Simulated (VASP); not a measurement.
Write the native input for VASP 6.6.1 that does the following.

* Task: single point
* Functional: PBEsol
* Potentials or basis: VASP PAW PBE potentials, release 64 (Al, Cu)
* Cutoff: 520 eV
* k mesh: 7 × 5 × 15
* Occupations: gaussian, width 0.1 eV
* Spin: no spin polarisation
* Dipole correction: no
* Further INCAR settings: ALGO = Fast; EDIFF = 1e-06; NBANDS = 26; ISYM = 0

The structure of Al2Cu lies in POSCAR:

```
Al2Cu
1.0
    4.8770547107      0.0000000000      0.0000000000
   -1.2927004758      7.5864558207      0.0000000000
   -2.3895694899     -3.4795061772      2.3433131866
Al Cu
4 2
Direct
    0.3186399149      0.8186399149      0.4779598724
    0.6813600851      0.5000000000      0.3406800425
    0.6813600851      0.1813600851      0.5220401276
    0.3186399149      0.5000000000      0.6593199575
    0.0000000000      0.0000000000      0.7500000000
    0.0000000000      0.0000000000      0.2500000000
```

The input as run:

INCAR

```
SYSTEM = Al2Cu
ALGO     = Fast           ! electronic algorithm
EDIFF    = 1E-6           ! SCF threshold, eV
ENCUT    = 520            ! plane-wave cutoff, eV
GGA      = PS             ! functional
ISIF     = 2              ! what is computed and relaxed
ISMEAR   = 0              ! smearing method
ISYM     = 0            
LASPH    = .TRUE.         ! aspherical terms in the spheres
LCHARG   = .FALSE.        ! write CHGCAR
LREAL    = .FALSE.        ! projectors in reciprocal space
LWAVE    = .FALSE.        ! write WAVECAR
NBANDS   = 26             ! bands
NELM     = 60             ! most SCF steps
PREC     = Accurate       ! precision mode
SIGMA    = 0.1            ! smearing width, eV
```

KPOINTS

```
k-points
0
G
  7 5 15
  0 0 0
```

Potentials or basis: VASP PAW PBE potentials, release 64 (Al, Cu).

Run with:

```sh
$ cat potpaw_PBE.64/Al/POTCAR potpaw_PBE.64/Cu/POTCAR > POTCAR
$ mpirun -np 1 vasp_std > vasp.out
```

It gave:

```
Pressure               : 0.5 GPa
Largest force          : 0.018 eV/Å
Band gap on the k mesh : zero (bands 17 and 18 overlap by 3.56 eV)
```

Caveat: the PAW data sets were made with another functional, which shifts forces and pressure a little.

Run time: 11 min on 1 thread of Intel(R) Xeon(R) Platinum 8488C (Sapphire Rapids), with other jobs on the host, peak memory 0.62 GiB.
